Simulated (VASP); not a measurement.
# TiC (P4mm) in VASP: single point with PBE

Aim: the single point of TiC with PBE.

Program: VASP 6.6.1. These are calculated values, not measurements. Logs are shortened: lines on timing, memory, paths and dates and some standing lists are left out, and cuts for length are marked.

### 1 The cell of the first run

The structure is tetragonal, space group P4mm (No. 99). Conventional cell: a = 4.333 Å, b = 4.333 Å, c = 4.333 Å, α = 90.00°, β = 90.00°, γ = 90.00°. Within 2.9 Å of Ti (site symmetry 2mm) lie 6 C at 2.17 Å. Ti (site symmetry 4mm) has 6 C at 2.09 to 2.25 Å within 2.8 Å. Within 2.9 Å of Ti (site symmetry 4mm) lie 6 C at 2.17 Å. C (site symmetry 4mm) has 6 Ti at 2.09 to 2.25 Å within 2.8 Å. Within 2.9 Å of C (site symmetry 4mm) lie 6 Ti at 2.17 Å. Within 3.2 Å of C (site symmetry 2mm) lie 6 Ti at 2.17 Å and 12 C at 3.01 to 3.12 Å.

### 2 Single point, PBE (atom 5 (C) moved +0.080 Å along Cartesian [0 0 1])

INCAR

```
  PREC = Accurate
  ENCUT = 520
  EDIFF = 1E-7
  ISMEAR = 0
  SIGMA = 0.15
  LREAL = False
  LASPH = True
  NELM = 60
  ALGO = Normal
  ISIF = 2
  LWAVE = False
  LCHARG = False
  GGA = PE
  NBANDS = 42
```

KPOINTS

```
Automatic mesh
0
Gamma
  14 14 14
```

POSCAR

```
TiC
1.0
    4.3329230482      0.0000000000      0.0000000000
    0.0000000000     -4.3329230482      0.0000000000
    0.0000000000      0.0000000000     -4.3329230482
Ti C
4 4
Direct
    0.0000000000      1.0000000000      1.0000000000
    0.5000000000      0.5000000000      1.0000000000
    0.5000000000      1.0000000000      0.5000000000
    0.0000000000      0.5000000000      0.5000000000
    0.5000000000      0.0000000000     -0.0184632866
    0.0000000000      0.5000000000      0.0000000000
    0.0000000000      0.0000000000      0.5000000000
    0.5000000000      0.5000000000      0.5000000000
```

Potentials or basis: VASP PAW PBE potentials, release 64 (Ti_sv, C).

Run with:

```bash
cat potpaw_PBE.64/Ti_sv/POTCAR potpaw_PBE.64/C/POTCAR > POTCAR
mpirun -np 1 vasp_std > vasp.out
```

OUTCAR:

```text
PREC = Accurate
   ENCUT = 520
   EDIFF = 1E-7
   ISMEAR = 0
   LREAL = False
   LASPH = True
   NELM = 60
   ISIF = 2
   GGA = PE

 ion  position               nearest neighbor table
   1  0.000  0.000  0.000-   6 2.17   7 2.17   7 2.17   6 2.17   5 2.17   5 2.17
   2  0.500  0.500  0.000-   6 2.17   8 2.17   8 2.17   6 2.17   5 2.17   5 2.17
   3  0.500  0.000  0.500-   5 2.09   7 2.17   8 2.17   8 2.17   7 2.17   5 2.25
   4  0.000  0.500  0.500-   6 2.17   7 2.17   8 2.17   6 2.17   7 2.17   8 2.17
   5  0.500  0.000  0.982-   3 2.09   2 2.17   1 2.17   2 2.17   1 2.17   3 2.25
   6  0.000  0.500  0.000-   1 2.17   2 2.17   4 2.17   4 2.17   1 2.17   2 2.17
   7  0.000  0.000  0.500-   1 2.17   3 2.17   4 2.17   1 2.17   4 2.17   3 2.17
   8  0.500  0.500  0.500-   2 2.17   3 2.17   4 2.17   2 2.17   3 2.17   4 2.17

  LATTYP: Found a simple cubic cell.
 ALAT       =     4.3329230482

  Lattice vectors:

 A1 = (   4.3329230482,   0.0000000000,   0.0000000000)
 A2 = (   0.0000000000,  -4.3329230482,   0.0000000000)
 A3 = (   0.0000000000,   0.0000000000,  -4.3329230482)

Analysis of symmetry for initial positions (statically):
=====================================================================
 Subroutine PRICEL returns:
 Original cell was already a primitive cell.

 Routine SETGRP: Setting up the symmetry group for a
 simple cubic supercell.

 Subroutine GETGRP returns: Found  8 space group operations
 (whereof  4 operations were pure point group operations)
 out of a pool of 48 trial point group operations.

The static configuration has the point symmetry C_2v.
 The point group associated with its full space group is C_4v.

Analysis of symmetry for dynamics (positions and initial velocities):
=====================================================================
 Subroutine PRICEL returns:
 Original cell was already a primitive cell.

 Routine SETGRP: Setting up the symmetry group for a
 simple cubic supercell.

 Subroutine GETGRP returns: Found  8 space group operations
 (whereof  4 operations were pure point group operations)
 out of a pool of 48 trial point group operations.

The dynamic configuration has the point symmetry C_2v.
 The point group associated with its full space group is C_4v.

 Subroutine INISYM returns: Found  8 space group operations
 (whereof  4 operations are pure point group operations),
 and found     1 'primitive' translations

----------------------------------------------------------------------------------------

                                     Primitive cell

  volume of cell :      81.3473

  direct lattice vectors                    reciprocal lattice vectors
     4.332923048  0.000000000  0.000000000     0.230791082  0.000000000  0.000000000
     0.000000000 -4.332923048  0.000000000     0.000000000 -0.230791082  0.000000000
     0.000000000  0.000000000 -4.332923048     0.000000000  0.000000000 -0.230791082

  length of vectors
     4.332923048  4.332923048  4.332923048     0.230791082  0.230791082  0.230791082

  position of ions in fractional coordinates (direct lattice)
     0.000000000  0.000000000  0.000000000
     0.500000000  0.500000000  0.000000000
     0.500000000  0.000000000  0.500000000
     0.000000000  0.500000000  0.500000000
     0.500000000  0.000000000  0.981536713
     0.000000000  0.500000000  0.000000000
     0.000000000  0.000000000  0.500000000
     0.500000000  0.500000000  0.500000000

  ion indices of the primitive-cell ions
   primitive index   ion index
                 1           1
                 2           2
                 3           3
                 4           4
                 5           5
                 6           6
                 7           7
                 8           8

----------------------------------------------------------------------------------------

 KPOINTS: Automatic mesh

Automatic generation of k-mesh.
 Grid dimensions read from file:
 generate k-points for:   14   14   14

 Generating k-lattice:

  Cartesian coordinates                     Fractional coordinates (reciprocal lattice)
     0.016485077  0.000000000  0.000000000     0.071428571  0.000000000  0.000000000
     0.000000000 -0.016485077  0.000000000     0.000000000  0.071428571  0.000000000
     0.000000000  0.000000000 -0.016485077     0.000000000  0.000000000  0.071428571

  Length of vectors
     0.016485077  0.016485077  0.016485077

  Shift w.r.t. Gamma in fractional coordinates (k-lattice)
     0.000000000  0.000000000  0.000000000

 Subroutine IBZKPT returns following result:
 ===========================================

 Found    288 irreducible k-points:

 Following reciprocal coordinates:
            Coordinates               Weight
  0.000000  0.000000  0.000000      1.000000
  0.071429  0.000000  0.000000      4.000000
  0.000000  0.000000  0.071429      2.000000
  0.142857  0.000000  0.000000      4.000000
  0.000000  0.000000  0.142857      2.000000
  0.214286  0.000000  0.000000      4.000000
[... 16 lines left out ...]
  0.071429  0.000000  0.214286      8.000000
  0.285714  0.071429  0.000000      8.000000
 [... further k-points ...]
   k-points           NKPTS =    288   k-points in BZ     NKDIM =    288   number of bands    NBANDS=     42
   number of dos      NEDOS =    301   number of ions     NIONS =      8
   total plane-waves  NPLWV =  32768
   dimension x,y,z NGX =    32 NGY =   32 NGZ =   32
   dimension x,y,z NGXF=    64 NGYF=   64 NGZF=   64
   ions per type =               4   4
   NGX,Y,Z   is equivalent  to a cutoff of  12.28, 12.28, 12.28 a.u.
   NGXF,Y,Z  is equivalent  to a cutoff of  24.56, 24.56, 24.56 a.u.
 SYSTEM =  unknown system
   PREC   = accura    normal or accurate (medium, high low for compatibility)
   ISTART =      0    job   : 0-new  1-cont  2-samecut
   ICHARG =      2    charge: 1-file 2-atom 10-const
   ISPIN  =      1    spin polarized calculation?
   LNONCOLLINEAR =      F non collinear calculations
   LSORBIT =      F    spin-orbit coupling
   LASPH  =      T    aspherical Exc in radial PAW
   ENCUT  =  520.0 eV  38.22 Ry    6.18 a.u.   8.06  8.06  8.06*2*pi/ulx,y,z
   NELM   =     60;   NELMIN=  2; NELMDL= -5     # of ELM steps
   EDIFF  = 0.1E-06   stopping-criterion for ELM
   LREAL  =      F    real-space projection
   EDIFFG = 0.1E-05   stopping-criterion for IOM
   NSW    =      0    number of steps for IOM
   IBRION =     -1    ionic relax: 0-MD 1-quasi-New 2-CG
   NFREE  =      0    steps in history (QN), initial steepest desc. (CG)
   ISIF   =      2    stress and relaxation
   ISYM   =      2    0-nonsym 1-usesym 2-fastsym
   POTIM  = 0.5000    time-step for ionic-motion
   TEBEG  =    0.0;   TEEND  =   0.0 temperature during run
   PSTRESS=    0.0 pullay stress
   NELECT =      64.0000    total number of electrons
   NUPDOWN=      -1.0000    fix difference up-down
   EMIN   =  10.00;   EMAX   =-10.00  energy-range for DOS
   EFERMI =   0.00;   METHOD = LEGACY
   ISMEAR =     0;   SIGMA  =   0.15  broadening in eV -4-tet -1-fermi 0-gaus
   EFERMI_NEDOS =   21; number of points for ismear=-14 and -15
   IALGO  =     38    algorithm
   IMIX   =      4    mixing-type and parameters
     AMIX     =   0.40;   BMIX     =  1.00
     AMIX_MAG =   1.60;   BMIX_MAG =  1.00
  volume/ion in A,a.u.               =      10.17        68.62
  Fermi-wavevector in a.u.,A,eV,Ry     =   1.511311  2.855964 31.076536  2.284061
  Thomas-Fermi vector in A             =   2.621385
   LORBIT       =      0    0 simple, 1 ext, 2 COOP (PROOUT), +10 PAW based schemes
   GGA     = PE    functional components
   LHFCALC =     F    Hartree Fock is set to
   AEXX    =    0.0000 exact exchange contribution
   IVDW    =     0    specifies the selected vdW correction
   LEPSILON=     F    determine dielectric tensor
   LRPA    =     F    only Hartree local field effects (RPA)
 non-spin polarized calculation
 Gauss-broadening in eV      SIGMA  =   0.15
  energy-cutoff  :      520.00
  volume of cell :       81.35
 maximum number of plane-waves:      2272
   NGX = 17   NGY = 17   NGZ = 17

 number of electron      64.0000027 magnetization

 Free energy of the ion-electron system (eV)
  ---------------------------------------------------
  ext. energy  EPLUGINS =         0.00000000
  ---------------------------------------------------
  free energy    TOTEN  =       -74.80526573 eV

  energy without entropy =      -74.79115068  energy(sigma->0) =      -74.79820821

 E-fermi :   9.3969     XC(G=0): -12.6917

 val. band max:        9.3838907439   @ k =   0.3571   0.0000   0.0000
 cond. band min:       9.3982847292   @ k =   0.0714   0.0000   0.1429
 fundamental gap:      0.0143939853
 Fermi energy:         9.3968792846

 k-point     1 :       0.0000    0.0000    0.0000
  band No.  band energies     occupation
      1     -47.1907      2.00000
      2     -47.0998      2.00000
      3     -47.0951      2.00000
      4     -47.0862      2.00000
      5     -23.6487      2.00000
      6     -23.6483      2.00000
[... 34 lines left out ...]
     41      12.1022      0.00000
     42      12.1302      0.00000

 k-point     2 :       0.0714    0.0000    0.0000
  band No.  band energies     occupation
      1     -47.1895      2.00000
      2     -47.1004      2.00000
      3     -47.0952      2.00000
      4     -47.0866      2.00000
      5     -23.6454      2.00000
      6     -23.6450      2.00000
[... 34 lines left out ...]
     41      12.1147      0.00000
     42      12.2909      0.00000

 k-point     3 :       0.0000    0.0000    0.0714
  band No.  band energies     occupation
      1     -47.1896      2.00000
      2     -47.0998      2.00000
      3     -47.0961      2.00000
      4     -47.0864      2.00000
      5     -23.6450      2.00000
      6     -23.6450      2.00000
[... 897 lines left out ...]
      4     -47.0876      2.00000
      5     -23.6171      2.00000
      6     -23.6165      2.00000
[... 34 lines left out ...]
     41      12.8064      0.00000
     42      12.8417      0.00000

 k-point    24 :       0.2857    0.0714    0.0000
  band No.  band energies     occupation
      1     -47.1718      2.00000
      2     -47.1138      2.00000
      3     -47.0963      2.00000
      4     -47.0900      2.00000
      5     -23.5981      2.00000
      6     -23.5960      2.00000
[... 34 lines left out ...]
     41      12.7415      0.00000
     42      12.7985      0.00000

 [... further k-points ...]

------------------------ aborting loop because EDIFF is reached ----------------------------------------

  FORCE on cell =-STRESS in cart. coord.  units (eV):
  Direction    XX          YY          ZZ          XY          YZ          ZX
  --------------------------------------------------------------------------------------
  -------------------------------------------------------------------------------------
  Total        0.1420263      0.1420263      0.3431368      0.0000000      0.0000000      0.0000000
  in kB        2.7972839      2.7972839      6.7582609      0.0000000      0.0000000      0.0000000
  external PRESSURE =       4.1176096 kB  Pullay stress =       0.0000000 kB

 VOLUME and BASIS-vectors are now :
 -----------------------------------------------------------------------------
  energy-cutoff  :      520.00
  volume of cell :       81.35
      direct lattice vectors                 reciprocal lattice vectors
     4.332923048  0.000000000  0.000000000     0.230791082  0.000000000  0.000000000
     0.000000000 -4.332923048  0.000000000     0.000000000 -0.230791082  0.000000000
     0.000000000  0.000000000 -4.332923048     0.000000000  0.000000000 -0.230791082

 POSITION                                       TOTAL-FORCE (eV/Angst)
 -----------------------------------------------------------------------------------
      0.00000      0.00000      0.00000         0.000000      0.000000      0.186533
      2.16646     -2.16646      0.00000         0.000000      0.000000      0.186533
      2.16646      0.00000     -2.16646         0.000000      0.000000      0.256258
      0.00000     -2.16646     -2.16646         0.000000      0.000000      0.124936
      2.16646      0.00000     -4.25292         0.000000      0.000000     -0.976084
      0.00000     -2.16646      0.00000         0.000000      0.000000     -0.020246
      0.00000      0.00000     -2.16646         0.000000      0.000000      0.121035
      2.16646     -2.16646     -2.16646         0.000000      0.000000      0.121035
 -----------------------------------------------------------------------------------
    total drift:                                0.000000      0.000000     -0.000042

  FREE ENERGIE OF THE ION-ELECTRON SYSTEM (eV)
  ---------------------------------------------------
  free  energy   TOTEN  =       -74.8052657315 eV

  energy  without entropy=      -74.7911506811  energy(sigma->0) =      -74.79820821
```

It took 8.4 min on 1 thread of AMD EPYC 9R45 (Zen 5), shared host; peak memory 0.71 GiB.

What came out:

- Free energy: -74.8053 eV
- Pressure: 0.4 GPa
- Largest force: 0.976 eV/Å
- Band gap on the k mesh: zero (bands 32 and 33 overlap by 0.73 eV)

Forces in eV/Å, atoms in the order of the input:
```
Ti   0.000  0.000  0.187
Ti   0.000  0.000  0.187
Ti   0.000  0.000  0.256
Ti   0.000  0.000  0.125
C    0.000  0.000 -0.976
C    0.000  0.000 -0.020
C    0.000  0.000  0.121
C    0.000  0.000  0.121
```

Caveat: the cell differs from its parent crystal (atom 5 (C) moved +0.080 Å along Cartesian [0 0 1]).
